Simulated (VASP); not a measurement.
Write the native input for VASP 6.6.1 that does the following.

- Task: single point
- Functional: LDA
- Potentials or basis: VASP PAW LDA potentials, release 64 (C, H)
- Cutoff: 520 eV
- k mesh: 6 × 4 × 1
- Occupations: gaussian, width 0.05 eV
- Spin: no spin polarisation
- Dipole correction: yes
- Further INCAR settings: LREAL = Auto; ALGO = Normal; EDIFF = 1e-06; NBANDS = 68

The structure of HC12 lies in POSCAR:

```
HC12
1.0
    4.8892663280      0.0000000000      0.0000000000
   -2.4446331640      6.7739291692      0.0000000000
    0.0000000000      0.0000000000     22.7684096771
C H
24 2
Direct
    0.4020794403      0.3041588806      0.1756820110
    0.4020794403      0.8041588805      0.1756820110
    0.9020794403      0.3041588806      0.1756820110
    0.9020794403      0.8041588805      0.1756820110
    0.1630408159      0.3260816317      0.2059829668
    0.1630408159      0.8260816317      0.2059829668
    0.6630408159      0.3260816317      0.2059829668
    0.6630408159      0.8260816317      0.2059829668
    0.1846395683      0.3692791367      0.2666259491
    0.1846395683      0.8692791367      0.2666259491
    0.6846395683      0.3692791367      0.2666259491
    0.6846395683      0.8692791367      0.2666259491
    0.4461625696      0.3923265051      0.2960492075
    0.4461625696      0.8923265051      0.2960492075
    0.9461625696      0.3923265051      0.2960492075
    0.9461625696      0.8923265051      0.2960492075
    0.4715644646      0.4431294558      0.3591099590
    0.4715644646      0.9431294558      0.3591099590
    0.9715644646      0.4431294558      0.3591099590
    0.9715644646      0.9431294558      0.3591099590
    0.2327030006      0.4654044969      0.3851129614
    0.2327030006      0.9654044969      0.3851129614
    0.7327030006      0.4654044969      0.3851129614
    0.7327030006      0.9654044969      0.3851129614
    0.2327030006      0.9133323862      0.4751499921
    0.2327030006      1.0174766075      0.4751499921
```

The input as run:

INCAR

```
SYSTEM = HC12
  PREC = Accurate
  ENCUT = 520
  EDIFF = 1E-6
  ISMEAR = 0
  SIGMA = 0.05
  LREAL = Auto
  LASPH = .True.
  NELM = 100
  ALGO = Normal
  ISIF = 2
  LWAVE = .False.
  LCHARG = .False.
  LDIPOL = .True.
  IDIPOL = 3
  DIPOL = 0.5 0.5 0.296
  NBANDS = 68
```

KPOINTS

```
regular mesh
0
Gamma
  6 4 1
  0 0 0
```

Potentials or basis: VASP PAW LDA potentials, release 64 (C, H).

The run is started by

```bash
$ cat potpaw_LDA.64/C/POTCAR potpaw_LDA.64/H/POTCAR > POTCAR
$ mpirun -np 1 vasp_std > vasp.out
```

Results of the run:

```yaml
Largest_force: 3.597 eV/Å
Band_gap_on_the_k_mesh: zero (band 49 reaches -3.39 eV, above the bottom of band 50 at -3.42 eV)
```

Run time: 43 min on 1 thread of AMD EPYC 7R43 64-Core Processor (Zen 3) (shared host), peak memory 0.78 GiB.
